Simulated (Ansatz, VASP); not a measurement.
One calculation of SnO, two programs

```
CELL_PARAMETERS angstrom
3.67881 0.00000 0.00000
0.00000 3.67881 0.00000
0.00000 0.00000 4.86168
ATOMIC_POSITIONS crystal
Sn 0.00000 0.50000 0.24383
Sn 0.50000 0.00000 0.75617
O 0.50000 0.50000 0.00000
O 0.00000 0.00000 0.00000
```

Change from the starting cell: epitaxial_xy strain -3.0%.

Alike in both runs: task single point; functional r2SCAN; k mesh 6 × 6 × 6; occupations fermi-dirac, width 0.02 eV; no spin polarisation.

```csv
,VASP,Ansatz
version,VASP 6.6.1,Ansatz 0.2.0
potentials or method,"VASP PAW PBE potentials, release 64 (Sn_d, O)","plane waves, PAW"
plane-wave cutoff (eV),520,500
valence electrons in the cell,40,40
```

Ansatz gave:

| Item | Value |
| --- | --- |
| pressure (GPa) | 5.6 |
| traceless stress, the component that is largest in VASP (GPa) | -4.37 |
| rms of the force components (eV/Å) | 0.006 |

What did VASP give for the same quantities?

Pressure (GPa): 6.3; traceless stress, the component that is largest in VASP (GPa): -4.40; rms of the force components (eV/Å): 0.057.

VASP's potentials were made for PBE, not for r2SCAN. Atom by atom the forces differ by 0.063 eV/Å (rms over components).
